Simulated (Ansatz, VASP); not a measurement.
Two plane-wave programs on Al2O3

INCAR

```
  ALGO = Normal
  EDIFF = 1E-6
  ENCUT = 520
  GGA = CA
  ISIF = 2
  ISMEAR = 0
  LASPH = True
  LCHARG = False
  LREAL = False
  LWAVE = False
  NBANDS = 20
  NELM = 60
  PREC = Accurate
  SIGMA = 0.05
```

KPOINTS

```
k-points
0
Gamma
  12 12 4
```

The input POSCAR:

```
Al2O3
1.0
    3.2588811475      0.0000000000      0.0000000000
   -1.6294405738      2.8222738617      0.0000000000
    0.0000000000      0.0000000000      7.2716505621
Al O
2 3
Direct
    0.0000000000      0.0000000000      0.2779510000
    0.0000000000      0.0000000000      0.7220490000
    0.3333333333      0.6666666667      0.1994540000
    0.6666666667      0.3333333333      0.8005460000
    0.0000000000      0.0000000000      0.5000000000
```

Input for Ansatz:

```yaml
crystal:
  lattice:
    - [3.2588811475, 0.0, 0.0]
    - [-1.6294405738, 2.8222738617, 0.0]
    - [0.0, 0.0, 7.2716505621]
  atoms:
    - { symbol: Al, position: [0.0, 0.0, 0.277951] }
    - { symbol: Al, position: [0.0, 0.0, 0.722049] }
    - { symbol: O, position: [0.3333333333, 0.6666666667, 0.199454] }
    - { symbol: O, position: [0.6666666667, 0.3333333333, 0.800546] }
    - { symbol: O, position: [0.0, 0.0, 0.5] }
basis:
  ecutwfc: 420
kpoints:
  mp_grid: { grid: [12, 12, 4] }
hamiltonian:
  xc: lda
scf:
  occupations: { method: gaussian, width: 0.05 }
output:
  forces: true
  stress: true
  eigenvalues: true
```

Change from the starting cell: strain +0.080 along x and y, -0.040 along z, atoms carried along.

Alike in both runs: task single point; functional LDA; k mesh 12 × 12 × 4; occupations gaussian, width 0.05 eV; no spin polarisation.

|  | VASP | Ansatz |
| --- | --- | --- |
| version | VASP 6.6.1 | Ansatz 0.2.0 |
| potentials or method | VASP PAW LDA potentials, release 64 (Al, O), cutoff 520 eV | scalar-relativistic, plane waves, PAW |
| valence electrons in the cell | 24 | 24 |

|  | VASP | Ansatz | Ansatz less VASP |
| --- | --- | --- | --- |
| gap on the k mesh at the Fermi level (eV) | 2.48 | 2.51 | +0.031 |
| least direct gap on the mesh (eV) | 2.48 | 2.51 | +0.031 |
| pressure (GPa) | -15.4 | -16.0 | -0.60 |
| traceless stress, the component that is largest in VASP (GPa) | 27.66 | 26.70 | -0.955 |
| rms of the force components (eV/Å) | 1.112 | 1.047 | -0.0648 |

LDA's correlation is that of Perdew and Zunger in VASP and of Perdew and Wang (1992) in Ansatz. Atom by atom the forces differ by 0.071 eV/Å (rms over components).
